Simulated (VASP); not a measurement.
# Ge (Fd-3m) in VASP: a series of runs, part 2 of 2

VASP 6.6.1.

## (4) Single point, PBE

File INCAR:

```
ALGO = Normal
EDIFF = 1E-6
ENCUT = 520
GGA = PE
ISIF = 2
ISMEAR = -5
LASPH = T
LCHARG = F
LREAL = F
LWAVE = F
NBANDS = 21
NELM = 80
PREC = Accurate
SIGMA = 0.1
```

File KPOINTS:

```
k-points
0
Gamma
  10 10 10
```

File POSCAR:

```
Ge
1.0
    0.0000000000      2.8801942672      2.8801942672
    2.8801942672      0.0000000000      2.8801942672
    2.8801942672      2.8801942672      0.0000000000
Ge
2
Direct
    0.0000000000      0.0000000000      0.0000000000
    0.2500000000      0.2500000000      0.2500000000
```

Potentials or basis: VASP PAW PBE potentials, release 64 (Ge_d).

Command:

```sh
$ cat potpaw_PBE.64/Ge_d/POTCAR > POTCAR
$ mpirun -np 1 vasp_std > vasp.out
```

OUTCAR:

```text
EDIFF = 1E-6
   ENCUT = 520
   GGA = PE
   ISIF = 2
   ISMEAR = -5
   LASPH = T
   LREAL = F
   NELM = 80
   PREC = Accurate

 ion  position               nearest neighbor table
   1  0.000  0.000  0.000-   2 2.49   2 2.49   2 2.49   2 2.49
   2  0.250  0.250  0.250-   1 2.49   1 2.49   1 2.49   1 2.49

  LATTYP: Found a face centered cubic cell.
 ALAT       =     5.7603885344

  Lattice vectors:

 A1 = (   0.0000000000,   2.8801942672,   2.8801942672)
 A2 = (   2.8801942672,   0.0000000000,   2.8801942672)
 A3 = (   2.8801942672,   2.8801942672,   0.0000000000)

Analysis of symmetry for initial positions (statically):
=====================================================================
 Subroutine PRICEL returns:
 Original cell was already a primitive cell.

 Routine SETGRP: Setting up the symmetry group for a
 face centered cubic supercell.

 Subroutine GETGRP returns: Found 48 space group operations
 (whereof 24 operations were pure point group operations)
 out of a pool of 48 trial point group operations.

[... 160 lines left out ...]
  ext. energy  EPLUGINS =         0.00000000
  ---------------------------------------------------
  free energy    TOTEN  =        -9.03360039 eV

  energy without entropy =       -9.03360039  energy(sigma->0) =       -9.03360039

 E-fermi :   4.4840     XC(G=0):  -9.6709

 val. band max:        4.4821933167   @ k =   0.0000   0.0000   0.0000
 cond. band min:       4.4821933831   @ k =   0.0000   0.0000   0.0000
 fundamental gap:      0.0000000665
 Fermi energy:         4.4839525449

 k-point     1 :       0.0000    0.0000    0.0000
  band No.  band energies     occupation
      1     -20.2642      2.00000
      2     -20.2642      2.00000
      3     -20.2642      2.00000
      4     -20.2320      2.00000
      5     -20.2320      2.00000
      6     -20.0489      2.00000
[... 565 lines left out ...]
     20      15.7804      0.00000
     21      16.0011      0.00000

 [... further k-points ...]

------------------------ aborting loop because EDIFF is reached ----------------------------------------

  FORCE on cell =-STRESS in cart. coord.  units (eV):
  Direction    XX          YY          ZZ          XY          YZ          ZX
  --------------------------------------------------------------------------------------
  -------------------------------------------------------------------------------------
  Total       -0.0150105     -0.0150105     -0.0150105     -0.0000000     -0.0000000     -0.0000000
  in kB       -0.5032792     -0.5032792     -0.5032792     -0.0000000     -0.0000000     -0.0000000
  external PRESSURE =      -0.5032792 kB  Pullay stress =       0.0000000 kB

 VOLUME and BASIS-vectors are now :
 -----------------------------------------------------------------------------
  energy-cutoff  :      520.00
  volume of cell :       47.79
      direct lattice vectors                 reciprocal lattice vectors
     0.000000000  2.880194267  2.880194267    -0.173599401  0.173599401  0.173599401
     2.880194267  0.000000000  2.880194267     0.173599401 -0.173599401  0.173599401
     2.880194267  2.880194267  0.000000000     0.173599401  0.173599401 -0.173599401

 POSITION                                       TOTAL-FORCE (eV/Angst)
 -----------------------------------------------------------------------------------
      0.00000      0.00000      0.00000        -0.000000     -0.000000     -0.000000
      1.44010      1.44010      1.44010         0.000000      0.000000      0.000000
 -----------------------------------------------------------------------------------
    total drift:                                0.000000     -0.000000      0.000000

  FREE ENERGIE OF THE ION-ELECTRON SYSTEM (eV)
  ---------------------------------------------------
  free  energy   TOTEN  =        -9.0336003937 eV

  energy  without entropy=       -9.0336003937  energy(sigma->0) =       -9.03360039
```

OSZICAR:

```text
N       E                     dE             d eps       ncg     rms          rms(c)
DAV:   1     0.190128088871E+03    0.19013E+03   -0.14500E+04  2205   0.358E+03
DAV:   2     0.190775915355E+02   -0.17105E+03   -0.16580E+03  1984   0.620E+02
DAV:   3    -0.815232448555E+01   -0.27230E+02   -0.27074E+02  2259   0.144E+02
DAV:   4    -0.908892818051E+01   -0.93660E+00   -0.93618E+00  2209   0.311E+01
DAV:   5    -0.910506548850E+01   -0.16137E-01   -0.16137E-01  2269   0.453E+00    0.297E+00
DAV:   6    -0.905732631127E+01    0.47739E-01   -0.19564E-02  2389   0.148E+00    0.177E+00
DAV:   7    -0.903176069748E+01    0.25566E-01   -0.41734E-02  2156   0.194E+00    0.145E-01
DAV:   8    -0.903340697717E+01   -0.16463E-02   -0.57745E-03  2199   0.985E-01    0.408E-02
DAV:   9    -0.903356733960E+01   -0.16036E-03   -0.24082E-04  2245   0.221E-01    0.157E-02
DAV:  10    -0.903359819077E+01   -0.30851E-04   -0.52973E-05  2510   0.701E-02    0.572E-03
DAV:  11    -0.903360046554E+01   -0.22748E-05   -0.74811E-06  2448   0.456E-02    0.170E-03
DAV:  12    -0.903360039370E+01    0.71844E-07   -0.45658E-07  1377   0.140E-02
   1 F= -.90336004E+01 E0= -.90336004E+01  d E =0.000000E+00
```

Wall time 18 s (1 thread of Intel Xeon 6975P-C (Granite Rapids), shared host); peak memory 0.18 GiB.

Results:

```
Free energy            : -9.0336 eV
Pressure               : -0.1 GPa
Band gap on the k mesh : zero (filled and empty bands touch)
```

Caveat: tetrahedron occupations give inexact forces and stress in metals.

## (5) Comparison with measurements

Step 4. Against the measured gap of Ge, 0.807 eV (direct; 300 K; “Electronic and optical properties of SixGe1-x-ySny alloys lattice-matched to Ge”, 2021, arxiv:2109.02782), the calculated 0.00 eV is off by -0.81 eV. 3 values of this kind are on record (0.666 to 0.807 eV); this one was drawn at random among those near their median. Spin-orbit coupling on Ge is left out. The value is that of PBE on a finite k mesh, which can miss the band edges, without temperature or zero-point motion. Semilocal functionals fall short of measured gaps as a rule.
